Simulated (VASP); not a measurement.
# Ga (Cmce) in VASP: a series of runs

Ga is run at these levels: LDA; tasks: electric field gradients.

All numbers are computed with VASP 6.6.1; they aren't measurements. Logs are shortened: lines on timing, memory, paths and dates and some standing lists are left out, and cuts for length are marked.

## 1. The cell of the first run

It takes space group Cmce (No. 64, orthorhombic). Conventional cell: a = 4.523 Å, b = 7.661 Å, c = 4.524 Å, α = 90.00°, β = 90.00°, γ = 90.00°. Within 3.3 Å of Ga (site symmetry m) lie 7 Ga at 2.48 to 2.79 Å.

## 2. Electric field gradients, LDA

INCAR reads:

```
SYSTEM = Ga
PREC = Accurate
ENCUT = 400
EDIFF = 1E-8
ISMEAR = -1
SIGMA = 0.05
LREAL = .False.
LASPH = .True.
NELM = 120
ALGO = Normal
ISIF = 2
LWAVE = .False.
LCHARG = .False.
GGA = CA
LEFG = .True.
NBANDS = 34
GGA_COMPAT = .False.
```

KPOINTS reads:

```
Automatic mesh
0
Gamma
  9 9 7
  0 0 0
```

POSCAR reads:

```
Ga
1.0
    2.2615000000     -3.8305000000      0.0000000000
    2.2615000000      3.8305000000      0.0000000000
    0.0000000000      0.0000000000      4.5240000000
Ga
4
Direct
    0.8451000000      0.1549000000      0.0810000000
    0.6549000000      0.3451000000      0.5810000000
    0.1549000000      0.8451000000      0.9190000000
    0.3451000000      0.6549000000      0.4190000000
```

Potentials or basis: VASP PAW LDA potentials, release 64 (Ga_d).

The run is started by

```console
> cat potpaw_LDA.64/Ga_d/POTCAR > POTCAR
> mpirun -np 1 vasp_std > vasp.out
```

OUTCAR:

```text
SYSTEM = Ga
   PREC = Accurate
   ENCUT = 400
   EDIFF = 1E-8
   ISMEAR = -1
   LREAL = .False.
   LASPH = .True.
   NELM = 120
   ISIF = 2
   GGA = CA

 ion  position               nearest neighbor table
   1  0.845  0.155  0.081-   3 2.48   2 2.69   2 2.69   4 2.73   4 2.73   3 2.79   3 2.79
   2  0.655  0.345  0.581-   4 2.48   1 2.69   1 2.69   3 2.73   3 2.73   4 2.79   4 2.79
   3  0.155  0.845  0.919-   1 2.48   4 2.69   4 2.69   2 2.73   2 2.73   1 2.79   1 2.79
   4  0.345  0.655  0.419-   2 2.48   3 2.69   3 2.69   1 2.73   1 2.73   2 2.79   2 2.79

  LATTYP: Found a base centered orthorhombic cell.
 ALAT       =     4.5230000000
 B/A-ratio  =     1.6937873093
 C/A-ratio  =     1.0002210922

  Lattice vectors:

 A1 = (   2.2615000000,  -3.8305000000,   0.0000000000)
 A2 = (   2.2615000000,   3.8305000000,   0.0000000000)
 A3 = (   0.0000000000,   0.0000000000,   4.5240000000)

Analysis of symmetry for initial positions (statically):
=====================================================================
 Subroutine PRICEL returns:
 Original cell was already a primitive cell.

 Routine SETGRP: Setting up the symmetry group for a
 base centered orthorhombic supercell.

 Subroutine GETGRP returns: Found  8 space group operations
 (whereof  4 operations were pure point group operations)
 out of a pool of  8 trial point group operations.

The static configuration has the point symmetry C_2h.
 The point group associated with its full space group is D_2h.

Analysis of symmetry for dynamics (positions and initial velocities):
=====================================================================
 Subroutine PRICEL returns:
 Original cell was already a primitive cell.

 Routine SETGRP: Setting up the symmetry group for a
 base centered orthorhombic supercell.

 Subroutine GETGRP returns: Found  8 space group operations
 (whereof  4 operations were pure point group operations)
 out of a pool of  8 trial point group operations.

The dynamic configuration has the point symmetry C_2h.
 The point group associated with its full space group is D_2h.

 Subroutine INISYM returns: Found  8 space group operations
 (whereof  4 operations are pure point group operations),
 and found     1 'primitive' translations

----------------------------------------------------------------------------------------

                                     Primitive cell
[... 144 lines left out ...]

 val. band max:        4.7641375336   @ k =   0.4444   0.4444   0.1429
 cond. band min:       4.7747942044   @ k =   0.2222   0.2222   0.0000
 fundamental gap:      0.0106566708
 Fermi energy:         4.7672059781

 k-point     1 :       0.0000    0.0000    0.0000
  band No.  band energies     occupation
      1     -10.4571      2.00000
      2     -10.4549      2.00000
      3     -10.4315      2.00000
      4     -10.4107      2.00000
      5     -10.3802      2.00000
      6     -10.3544      2.00000
[... 877 lines left out ...]
     33      11.5739      0.00000
     34      12.5528      0.00000

 [... further k-points ...]

------------------------ aborting loop because EDIFF is reached ----------------------------------------

  FORCE on cell =-STRESS in cart. coord.  units (eV):
  Direction    XX          YY          ZZ          XY          YZ          ZX
  --------------------------------------------------------------------------------------
  -------------------------------------------------------------------------------------
  Total       -1.8334796     -1.8385993     -2.1307605      0.0000000      0.0000000      0.0000000
  in kB      -37.4784831    -37.5831375    -43.5552551      0.0000000      0.0000000      0.0000000
  external PRESSURE =     -39.5389586 kB  Pullay stress =       0.0000000 kB

 VOLUME and BASIS-vectors are now :
 -----------------------------------------------------------------------------
  energy-cutoff  :      400.00
  volume of cell :       78.38
      direct lattice vectors                 reciprocal lattice vectors
     2.261500000 -3.830500000  0.000000000     0.221092195 -0.130531262  0.000000000
     2.261500000  3.830500000  0.000000000     0.221092195  0.130531262  0.000000000
     0.000000000  0.000000000  4.524000000     0.000000000  0.000000000  0.221043324

 POSITION                                       TOTAL-FORCE (eV/Angst)
 -----------------------------------------------------------------------------------
      2.26150     -2.64381      0.36644         0.000000      0.136534      0.050348
      2.26150     -1.18669      2.62844         0.000000     -0.136534      0.050348
      2.26150      2.64381      4.15756         0.000000     -0.136534     -0.050348
      2.26150      1.18669      1.89556         0.000000      0.136534     -0.050348
 -----------------------------------------------------------------------------------
    total drift:                                0.000000     -0.000000      0.000000

  FREE ENERGIE OF THE ION-ELECTRON SYSTEM (eV)
  ---------------------------------------------------
  free  energy   TOTEN  =       -14.3700084749 eV

  energy  without entropy=      -14.3637875670  energy(sigma->0) =      -14.36689802

 Electric field gradients (V/A^2)
---------------------------------------------------------------------
 ion       V_xx      V_yy      V_zz      V_xy      V_xz      V_yz
---------------------------------------------------------------------
   1      25.177   -33.958     8.780    -0.000     0.000   -24.242
   2      25.177   -33.958     8.780    -0.000    -0.000    24.242
   3      25.177   -33.958     8.780     0.000    -0.000   -24.242
   4      25.177   -33.958     8.780     0.000    -0.000    24.242
---------------------------------------------------------------------

 Electric field gradients after diagonalization (V/A^2)
 (convention: |V_zz| > |V_xx| > |V_yy|)
----------------------------------------------------------------------
 ion       V_xx      V_yy      V_zz     asymmetry (V_yy - V_xx)/ V_zz
----------------------------------------------------------------------
   1      25.177    19.727   -44.904       0.121
   2      25.177    19.727   -44.904       0.121
   3      25.177    19.727   -44.904       0.121
   4      25.177    19.727   -44.904       0.121
----------------------------------------------------------------------

           NMR quadrupolar parameters

 Cq : quadrupolar parameter    Cq=e*Q*V_zz/h
 eta: asymmetry parameters     (V_yy - V_xx)/ V_zz
 Q  : nuclear electric quadrupole moment in mb (millibarn)
----------------------------------------------------------------------
 ion       Cq(MHz)       eta       Q (mb)
----------------------------------------------------------------------
   1      -0.109       0.121       1.000
   2      -0.109       0.121       1.000
   3      -0.109       0.121       1.000
   4      -0.109       0.121       1.000
----------------------------------------------------------------------
```

OSZICAR:

```text
N       E                     dE             d eps       ncg     rms          rms(c)
DAV:   1     0.331465587107E+03    0.33147E+03   -0.22102E+04  6970   0.249E+03
DAV:   2     0.259811353822E+02   -0.30548E+03   -0.29796E+03  7096   0.482E+02
DAV:   3    -0.133627603737E+02   -0.39344E+02   -0.38897E+02  7744   0.140E+02
DAV:   4    -0.145315611502E+02   -0.11688E+01   -0.11620E+01  7978   0.277E+01
DAV:   5    -0.145561436666E+02   -0.24583E-01   -0.24572E-01  8366   0.407E+00    0.254E+00
DAV:   6    -0.144122678059E+02    0.14388E+00   -0.23789E-01  8680   0.646E+00    0.134E+00
DAV:   7    -0.143725599842E+02    0.39708E-01   -0.70669E-02  9468   0.251E+00    0.295E-01
DAV:   8    -0.143699601972E+02    0.25998E-02   -0.16529E-02  7264   0.136E+00    0.473E-02
DAV:   9    -0.143700224082E+02   -0.62211E-04   -0.96974E-04  7824   0.328E-01    0.261E-02
DAV:  10    -0.143700072636E+02    0.15145E-04   -0.21878E-04  7912   0.176E-01    0.464E-03
DAV:  11    -0.143700091508E+02   -0.18872E-05   -0.26825E-05  8116   0.551E-02    0.420E-03
DAV:  12    -0.143700084166E+02    0.73421E-06   -0.84133E-06  7748   0.349E-02    0.616E-04
DAV:  13    -0.143700084781E+02   -0.61547E-07   -0.90413E-07  9224   0.734E-03    0.338E-04
DAV:  14    -0.143700084749E+02    0.32123E-08   -0.38632E-08  7074   0.142E-03
   1 F= -.14370008E+02 E0= -.14366898E+02  d E =-.622091E-02
```

Run time: 2.9 min. Hardware: 1 thread of AMD EPYC 9755, shared host; peak memory 0.2 GiB.

What came out:

* Free energy: -14.3700 eV
* Pressure: -4.0 GPa
* Largest force: 0.146 eV/Å
* Band gap on the k mesh: zero (bands 26 and 27 overlap by 0.92 eV)
* Largest electric field gradient by atom: Ga -44.9 V/Å²

Forces in eV/Å, atoms in the order of the input:
```
Ga   0.000  0.137  0.050
Ga   0.000 -0.137  0.050
Ga   0.000 -0.137 -0.050
Ga   0.000  0.137 -0.050
```

Electric field gradients, principal values (V/Å²):
| atom | least | middle | greatest (by size) |
| --- | --- | --- | --- |
| 1 Ga | 19.727 | 25.177 | -44.904 |
| 2 Ga | 19.727 | 25.177 | -44.904 |
| 3 Ga | 19.727 | 25.177 | -44.904 |
| 4 Ga | 19.727 | 25.177 | -44.904 |

Caveat: the cell stands under tension; without QUAD_EFG the Cq values of the log hold for a quadrupole moment of 1 mb, not for the nuclei.

## 3. Electric field gradients, LDA

INCAR reads:

```
PREC = Accurate
ENCUT = 400
EDIFF = 1E-8
ISMEAR = -1
SIGMA = 0.05
LREAL = F
LASPH = T
NELM = 120
ALGO = Normal
ISIF = 2
LWAVE = F
LCHARG = F
LEFG = T
NBANDS = 34
GGA_COMPAT = F
```

KPOINTS reads:

```
regular mesh
0
Gamma
  9 9 7
```

POSCAR reads:

```
Ga
1.0
    2.2615000000     -3.8305000000      0.0000000000
    2.2615000000      3.8305000000      0.0000000000
    0.0000000000      0.0000000000      4.5240000000
Ga
4
Direct
    0.8441701361      0.1558298639      0.0835079239
    0.6558298639      0.3441701361      0.5835079239
    0.1558298639      0.8441701361      0.9164920761
    0.3441701361      0.6558298639      0.4164920761
```

Potentials or basis: VASP PAW LDA potentials, release 64 (Ga_d).

The run is started by

```console
> cat potpaw_LDA.64/Ga_d/POTCAR > POTCAR
> mpirun -np 1 vasp_std > vasp.out
```

OUTCAR:

```text
PREC = Accurate
   ENCUT = 400
   EDIFF = 1E-8
   ISMEAR = -1
   LREAL = F
   LASPH = T
   NELM = 120
   ISIF = 2

 ion  position               nearest neighbor table
   1  0.844  0.156  0.084-   3 2.50   2 2.68   2 2.68   4 2.72   4 2.72   3 2.79   3 2.79
   2  0.656  0.344  0.584-   4 2.50   1 2.68   1 2.68   3 2.72   3 2.72   4 2.79   4 2.79
   3  0.156  0.844  0.916-   1 2.50   4 2.68   4 2.68   2 2.72   2 2.72   1 2.79   1 2.79
   4  0.344  0.656  0.416-   2 2.50   3 2.68   3 2.68   1 2.72   1 2.72   2 2.79   2 2.79

  LATTYP: Found a base centered orthorhombic cell.
 ALAT       =     4.5230000000
 B/A-ratio  =     1.6937873093
 C/A-ratio  =     1.0002210922

  Lattice vectors:

 A1 = (   2.2615000000,  -3.8305000000,   0.0000000000)
 A2 = (   2.2615000000,   3.8305000000,   0.0000000000)
 A3 = (   0.0000000000,   0.0000000000,   4.5240000000)

Analysis of symmetry for initial positions (statically):
=====================================================================
 Subroutine PRICEL returns:
 Original cell was already a primitive cell.

 Routine SETGRP: Setting up the symmetry group for a
 base centered orthorhombic supercell.

 Subroutine GETGRP returns: Found  8 space group operations
 (whereof  4 operations were pure point group operations)
 out of a pool of  8 trial point group operations.

The static configuration has the point symmetry C_2h.
 The point group associated with its full space group is D_2h.

Analysis of symmetry for dynamics (positions and initial velocities):
=====================================================================
 Subroutine PRICEL returns:
 Original cell was already a primitive cell.

 Routine SETGRP: Setting up the symmetry group for a
 base centered orthorhombic supercell.

 Subroutine GETGRP returns: Found  8 space group operations
 (whereof  4 operations were pure point group operations)
 out of a pool of  8 trial point group operations.

The dynamic configuration has the point symmetry C_2h.
 The point group associated with its full space group is D_2h.

 Subroutine INISYM returns: Found  8 space group operations
 (whereof  4 operations are pure point group operations),
 and found     1 'primitive' translations

----------------------------------------------------------------------------------------

                                     Primitive cell

  volume of cell :      78.3799

  direct lattice vectors                    reciprocal lattice vectors
     2.261500000 -3.830500000  0.000000000     0.221092195 -0.130531262  0.000000000
     2.261500000  3.830500000  0.000000000     0.221092195  0.130531262  0.000000000
     0.000000000  0.000000000  4.524000000     0.000000000  0.000000000  0.221043324

  length of vectors
     4.448270731  4.448270731  4.524000000     0.256749234  0.256749234  0.221043324

  position of ions in fractional coordinates (direct lattice)
     0.844170136  0.155829864  0.083507924
     0.655829864  0.344170136  0.583507924
     0.155829864  0.844170136  0.916492076
     0.344170136  0.655829864  0.416492076

  ion indices of the primitive-cell ions
   primitive index   ion index
                 1           1
                 2           2
                 3           3
                 4           4
[... 89 lines left out ...]
   IALGO  =     38    algorithm
   IMIX   =      4    mixing-type and parameters
     AMIX     =   0.40;   BMIX     =  1.00
     AMIX_MAG =   1.60;   BMIX_MAG =  1.00
  volume/ion in A,a.u.               =      19.59       132.23
  Fermi-wavevector in a.u.,A,eV,Ry     =   1.427823  2.698194 27.737908  2.038679
  Thomas-Fermi vector in A             =   2.547951
   LORBIT       =      0    0 simple, 1 ext, 2 COOP (PROOUT), +10 PAW based schemes
   GGA     = CA    functional components
   LHFCALC =     F    Hartree Fock is set to
   AEXX    =    0.0000 exact exchange contribution
   IVDW    =     0    specifies the selected vdW correction
   LEPSILON=     F    determine dielectric tensor
   LRPA    =     F    only Hartree local field effects (RPA)
 non-spin polarized calculation
  energy-cutoff  :      400.00
  volume of cell :       78.38
 maximum number of plane-waves:      1473
 NGX is ok and might be reduce to    30
   NGX = 15   NGY = 15   NGZ = 15

 number of electron      51.9999964 magnetization

 Free energy of the ion-electron system (eV)
  ---------------------------------------------------
  ext. energy  EPLUGINS =         0.00000000
  ---------------------------------------------------
  free energy    TOTEN  =       -14.37360114 eV

  energy without entropy =      -14.36726690  energy(sigma->0) =      -14.37043402

 E-fermi :   4.7558     XC(G=0): -10.9710

 val. band max:        4.7540356016   @ k =   0.1111  -0.0000   0.1429
 cond. band min:       4.7612246365   @ k =   0.4444   0.4444   0.1429
 fundamental gap:      0.0071890349
 Fermi energy:         4.7558210847

 k-point     1 :       0.0000    0.0000    0.0000
  band No.  band energies     occupation
      1     -10.4619      2.00000
      2     -10.4553      2.00000
      3     -10.4254      2.00000
      4     -10.4083      2.00000
      5     -10.3867      2.00000
      6     -10.3625      2.00000
[... 877 lines left out ...]
     33      11.5762      0.00000
     34      12.5196      0.00000

 [... further k-points ...]

------------------------ aborting loop because EDIFF is reached ----------------------------------------

  FORCE on cell =-STRESS in cart. coord.  units (eV):
  Direction    XX          YY          ZZ          XY          YZ          ZX
  --------------------------------------------------------------------------------------
  -------------------------------------------------------------------------------------
  Total       -1.6872586     -2.0526415     -2.0328637      0.0000000     -0.0000000      0.0000000
  in kB      -34.4895540    -41.9584115    -41.5541296      0.0000000     -0.0000000      0.0000000
  external PRESSURE =     -39.3340317 kB  Pullay stress =       0.0000000 kB

 VOLUME and BASIS-vectors are now :
 -----------------------------------------------------------------------------
  energy-cutoff  :      400.00
  volume of cell :       78.38
      direct lattice vectors                 reciprocal lattice vectors
     2.261500000 -3.830500000  0.000000000     0.221092195 -0.130531262  0.000000000
     2.261500000  3.830500000  0.000000000     0.221092195  0.130531262  0.000000000
     0.000000000  0.000000000  4.524000000     0.000000000  0.000000000  0.221043324

 POSITION                                       TOTAL-FORCE (eV/Angst)
 -----------------------------------------------------------------------------------
      2.26150     -2.63669      0.37779         0.000000      0.021811      0.009483
      2.26150     -1.19381      2.63979         0.000000     -0.021811      0.009483
      2.26150      2.63669      4.14621         0.000000     -0.021811     -0.009483
      2.26150      1.19381      1.88421         0.000000      0.021811     -0.009483
 -----------------------------------------------------------------------------------
    total drift:                                0.000000     -0.000000      0.000000

  FREE ENERGIE OF THE ION-ELECTRON SYSTEM (eV)
  ---------------------------------------------------
  free  energy   TOTEN  =       -14.3736011358 eV

  energy  without entropy=      -14.3672669001  energy(sigma->0) =      -14.37043402

 Electric field gradients (V/A^2)
---------------------------------------------------------------------
 ion       V_xx      V_yy      V_zz      V_xy      V_xz      V_yz
---------------------------------------------------------------------
   1      23.058   -29.388     6.330    -0.000     0.000   -23.835
   2      23.058   -29.388     6.330     0.000    -0.000    23.835
   3      23.058   -29.388     6.330     0.000    -0.000   -23.835
   4      23.058   -29.388     6.330     0.000    -0.000    23.835
---------------------------------------------------------------------

 Electric field gradients after diagonalization (V/A^2)
 (convention: |V_zz| > |V_xx| > |V_yy|)
----------------------------------------------------------------------
 ion       V_xx      V_yy      V_zz     asymmetry (V_yy - V_xx)/ V_zz
----------------------------------------------------------------------
   1      23.058    18.254   -41.312       0.116
   2      23.058    18.254   -41.312       0.116
   3      23.058    18.254   -41.312       0.116
   4      23.058    18.254   -41.312       0.116
----------------------------------------------------------------------

           NMR quadrupolar parameters

 Cq : quadrupolar parameter    Cq=e*Q*V_zz/h
 eta: asymmetry parameters     (V_yy - V_xx)/ V_zz
 Q  : nuclear electric quadrupole moment in mb (millibarn)
----------------------------------------------------------------------
 ion       Cq(MHz)       eta       Q (mb)
----------------------------------------------------------------------
   1      -0.100       0.116       1.000
   2      -0.100       0.116       1.000
   3      -0.100       0.116       1.000
   4      -0.100       0.116       1.000
----------------------------------------------------------------------
```

Run time: 3.1 min. Hardware: 1 thread of AMD EPYC 9755, shared host; peak memory 0.2 GiB.

Results:

| Quantity | Value |
| --- | --- |
| Free energy | -14.3736 eV |
| Pressure | -3.9 GPa |
| Largest force | 0.024 eV/Å |
| Band gap on the k mesh | zero (bands 26 and 27 overlap by 0.90 eV) |
| Largest electric field gradient by atom | Ga -41.3 V/Å² |

Forces on the atoms (eV/Å):
```
Ga   0.000  0.022  0.009
Ga   0.000 -0.022  0.009
Ga   0.000 -0.022 -0.009
Ga   0.000  0.022 -0.009
```

Stress tensor (GPa, compression positive):
```
-3.45  0.00  0.00
 0.00 -4.20  0.00
 0.00  0.00 -4.16
```

Electric field gradients, principal values (V/Å²):
| atom | least | middle | greatest (by size) |
| --- | --- | --- | --- |
| 1 Ga | 18.254 | 23.058 | -41.312 |
| 2 Ga | 18.254 | 23.058 | -41.312 |
| 3 Ga | 18.254 | 23.058 | -41.312 |
| 4 Ga | 18.254 | 23.058 | -41.312 |

Caveat: the cell stands under tension; without QUAD_EFG the Cq values of the log hold for a quadrupole moment of 1 mb, not for the nuclei.
